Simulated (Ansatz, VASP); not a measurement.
Two plane-wave programs on Ag2As

```
CELL_PARAMETERS angstrom
4.83794 0.00000 0.00000
-2.41897 4.18978 0.00000
0.00000 0.00000 2.79673
ATOMIC_POSITIONS crystal
Ag 0.33333 0.66667 0.50000
Ag 0.66667 0.33333 0.50000
As 0.00000 0.00000 0.00000
```

Change from the starting cell: species swapped into the AgB2 type (P6/mmm, No. 191).

Alike in both runs: functional PBE; k mesh 6 × 6 × 6; occupations gaussian, width 0.1 eV; no spin polarisation.

Ansatz relaxed the structure, and its values are those at the end. VASP's run is a single point on that final structure, the one shown.

|  | VASP | Ansatz |
| --- | --- | --- |
| version | VASP 6.6.1 | Ansatz 0.2.0 |
| potentials or method | VASP PAW PBE potentials, release 64 (Ag, As), cutoff 520 eV | scalar-relativistic, plane waves, PAW |
| valence electrons in the cell | 27 | 53 |

|  | VASP | Ansatz | Ansatz less VASP |
| --- | --- | --- | --- |
| gap on the k mesh at the Fermi level (eV) | none | none | - |
| pressure (GPa) | -0.1 | 0.0 | +0.06 |

A gap of «none» marks a metal or a gap that the smearing closes. VASP's potentials hold 27 valence electrons a cell and Ansatz's 53, so a difference there can come from the potentials and not from the codes.

The k mesh is coarse, so the values compare programs but aren't converged.
